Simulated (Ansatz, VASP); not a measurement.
**SbSe4 in VASP and in Ansatz**

Contents of INCAR:

```
SYSTEM = SbSe4
  ALGO = Normal
  EDIFF = 1E-6
  EDIFFG = -0.04
  ENCUT = 600
  GGA = PE
  IBRION = 2
  ISIF = 3
  ISMEAR = 0
  LASPH = .TRUE.
  LCHARG = .FALSE.
  LREAL = .FALSE.
  LWAVE = .FALSE.
  NELM = 100
  NSW = 90
  PREC = Accurate
  SIGMA = 0.1
```

The input KPOINTS:

```
k-points
0
G
  4 4 2
  0 0 0
```

Contents of POSCAR:

```
SbSe4
1.0
    6.0112303400      0.0000000000      0.0000000000
    0.0000000000      6.0112303400      0.0000000000
    0.0000000000      0.0000000000      8.9568514600
Sb Se
1 4
Direct
    0.0000000000      0.0000000000      0.0000000000
    0.0000000000      0.5000000000      0.5000000000
    0.5000000000      0.0000000000      0.5000000000
    0.5000000000      0.5000000000      0.5000000000
    0.5000000000      0.5000000000      0.0000000000
```

Input for Ansatz:

```yaml
crystal:
  lattice:
    - [6.01123034, 0.0, 0.0]
    - [0.0, 6.01123034, 0.0]
    - [0.0, 0.0, 8.95685146]
  atoms:
    - { symbol: Sb, position: [0.0, 0.0, 0.0] }
    - { symbol: Se, position: [0.0, 0.5, 0.5] }
    - { symbol: Se, position: [0.5, 0.0, 0.5] }
    - { symbol: Se, position: [0.5, 0.5, 0.5] }
    - { symbol: Se, position: [0.5, 0.5, 0.0] }
basis:
  ecutwfc: 420
kpoints:
  mp_grid: { grid: [4, 4, 2] }
hamiltonian:
  xc: pbe
scf:
  occupations: { method: gaussian, width: 0.1 }
  lower_state_search: "off"
output:
  forces: true
  stress: true
  eigenvalues: true
relax:
  adjacent_minimum: "off"
  f_tol: 0.04
  max_steps: 70
  cell: { stress_tol: 0.4 }
```

Alike in both runs: task relaxation of cell and atoms; functional PBE; k mesh 4 × 4 × 2; occupations gaussian, width 0.1 eV; no spin polarisation.

|  | VASP | Ansatz |
| --- | --- | --- |
| version | VASP 6.6.1 | Ansatz 0.2.0 |
| potentials or method | VASP PAW PBE potentials, release 64 (Sb, Se), cutoff 600 eV | scalar-relativistic, plane waves, PAW |
| valence electrons in the cell | 29 | 79 |

|  | VASP | Ansatz | Ansatz less VASP |
| --- | --- | --- | --- |
| gap on the k mesh at the Fermi level, each at its own relaxed structure (eV) | none | none | - |
| relaxed volume (Å³/atom) | 26.22 | 26.25 | +0.030 |
| relaxed cell length with the largest relative difference (Å) | 5.244 | 5.250 | +0.0065 |

A gap of «none» marks a metal or a gap that the smearing closes. VASP's potentials hold 29 valence electrons a cell and Ansatz's 79, so a difference there can come from the potentials and not from the codes.

Spin-orbit coupling is off throughout. Noted on VASP's run: the volume moved by over 15 % at a fixed basis, so the end points are rough.
